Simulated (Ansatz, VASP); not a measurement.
## Ge2Sb in VASP and in Ansatz

```xyz
6
Lattice="-2.6461 2.6461 4.9270 2.6461 -2.6461 4.9270 2.6461 2.6461 -4.9270" Properties=species:S:1:pos:R:3 pbc="T T T"
Ge    0.0000    0.0000    3.5983
Ge    2.6461    0.0000    1.1348
Ge    2.6461    0.0000    3.7922
Ge    0.0000    0.0000    6.2558
Sb    0.0000    0.0000    0.0000
Sb    0.0000    2.6461    2.4635
```

Alike in both runs: functional PBE; k mesh 10 × 10 × 10; occupations gaussian, width 0.1 eV; no spin polarisation.

Ansatz relaxed the structure, and its values are those at the end. VASP's run is a single point on that final structure, the one shown.

|  | VASP | Ansatz |
| --- | --- | --- |
| version | VASP 6.6.1 | Ansatz 0.2.0 |
| potentials or method | VASP PAW PBE potentials, release 64 (Ge_d, Sb), cutoff 520 eV | scalar-relativistic, plane waves, PAW |
| valence electrons in the cell | 66 | 86 |

|  | VASP | Ansatz | Ansatz less VASP |
| --- | --- | --- | --- |
| gap on the k mesh at the Fermi level (eV) | none | none | - |
| pressure (GPa) | 0.0 | 0.0 | +0.02 |

A gap of «none» marks a metal or a gap that the smearing closes. VASP's potentials hold 66 valence electrons a cell and Ansatz's 86, so a difference there can come from the potentials and not from the codes.

Neither program's run includes spin-orbit coupling.
